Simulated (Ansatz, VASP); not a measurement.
SiO2 in VASP and in Ansatz

The input POSCAR:

```
SiO2
1.0
    4.9078874806      0.0000000000      0.0000000000
   -2.4539437403      4.2503552371      0.0000000000
    0.0000000000      0.0000000000      5.3748530148
Si O
3 6
Direct
    0.0000000000      0.5000000000      0.3333333333
    0.5000000000      0.5000000000      0.6666666667
    0.5000000000      0.0000000000      0.0000000000
    0.5834989535      0.7917494768      0.8333333333
    0.7917494768      0.5834989535      0.5000000000
    0.7917494768      0.2082505232      0.1666666667
    0.4165010465      0.2082505232      0.8333333333
    0.2082505232      0.4165010465      0.5000000000
    0.2082505232      0.7917494768      0.1666666667
```

INCAR.step1

```
PREC     = Accurate       # precision mode
ENCUT    = 520            # plane-wave cutoff, eV
ISMEAR   = 0              # smearing method
SIGMA    = 0.05           # smearing width, eV
LREAL    = False          # projectors in reciprocal space
LASPH    = True           # aspherical terms in the spheres
NELM     = 80             # most SCF steps
NBANDS   = 34             # bands
GGA      = PE             # functional
ALGO     = Normal         # electronic algorithm
EDIFF    = 1E-4           # SCF threshold, eV
LWAVE    = True           # write WAVECAR
LCHARG   = False          # write CHGCAR
```

File INCAR.step2:

```
PREC     = Accurate       # precision mode
ENCUT    = 520            # plane-wave cutoff, eV
EDIFF    = 1E-7           # SCF threshold, eV
ISMEAR   = 0              # smearing method
SIGMA    = 0.05           # smearing width, eV
LREAL    = False          # projectors in reciprocal space
LASPH    = True           # aspherical terms in the spheres
NELM     = 80             # most SCF steps
ALGO     = Normal         # electronic algorithm
ISIF     = 2              # what is computed and relaxed
LWAVE    = False          # write WAVECAR
LCHARG   = False          # write CHGCAR
METAGGA  = R2SCAN         # meta-GGA
LMIXTAU  = True         
NBANDS   = 34             # bands
ISTART   = 1
```

Contents of KPOINTS:

```
regular mesh
0
Gamma
  6 6 4
```

Input for Ansatz:

```yaml
crystal:
  lattice:
    - [4.9078874806, 0.0, 0.0]
    - [-2.4539437403, 4.2503552371, 0.0]
    - [0.0, 0.0, 5.3748530148]
  atoms:
    - { symbol: Si, position: [0.0, 0.5, 0.3333333333] }
    - { symbol: Si, position: [0.5, 0.5, 0.6666666667] }
    - { symbol: Si, position: [0.5, 0.0, 0.0] }
    - { symbol: O, position: [0.5834989535, 0.7917494768, 0.8333333333] }
    - { symbol: O, position: [0.7917494768, 0.5834989535, 0.5] }
    - { symbol: O, position: [0.7917494768, 0.2082505232, 0.1666666667] }
    - { symbol: O, position: [0.4165010465, 0.2082505232, 0.8333333333] }
    - { symbol: O, position: [0.2082505232, 0.4165010465, 0.5] }
    - { symbol: O, position: [0.2082505232, 0.7917494768, 0.1666666667] }
basis:
  ecutwfc: 500
kpoints:
  mp_grid: { grid: [6, 6, 4] }
hamiltonian:
  xc: r2scan
scf:
  occupations: { method: gaussian, width: 0.05 }
output:
  forces: true
  stress: true
  eigenvalues: true
```

Change from the starting cell: strain -0.030 along x and y, -0.030 along z, atoms carried along.

Alike in both runs: task single point; functional r2SCAN; k mesh 6 × 6 × 4; occupations gaussian, width 0.05 eV; no spin polarisation.

|  | VASP | Ansatz |
| --- | --- | --- |
| version | VASP 6.6.1 | Ansatz 0.2.0 |
| potentials or method | VASP PAW PBE potentials, release 64 (Si, O), cutoff 520 eV | scalar-relativistic, plane waves, PAW |
| valence electrons in the cell | 48 | 48 |

```tsv
	VASP	Ansatz	Ansatz less VASP
gap on the k mesh at the Fermi level (eV)	6.68	6.69	+0.007
least direct gap on the mesh (eV)	6.90	6.90	+0.003
pressure (GPa)	21.0	20.8	-0.20
traceless stress, the component that is largest in VASP (GPa)	0.12	0.07	-0.047
rms of the force components (eV/Å)	0.390	0.397	+0.0074
```

VASP's potentials were made for PBE, not for r2SCAN. Atom by atom the forces differ by 0.007 eV/Å (rms over components).
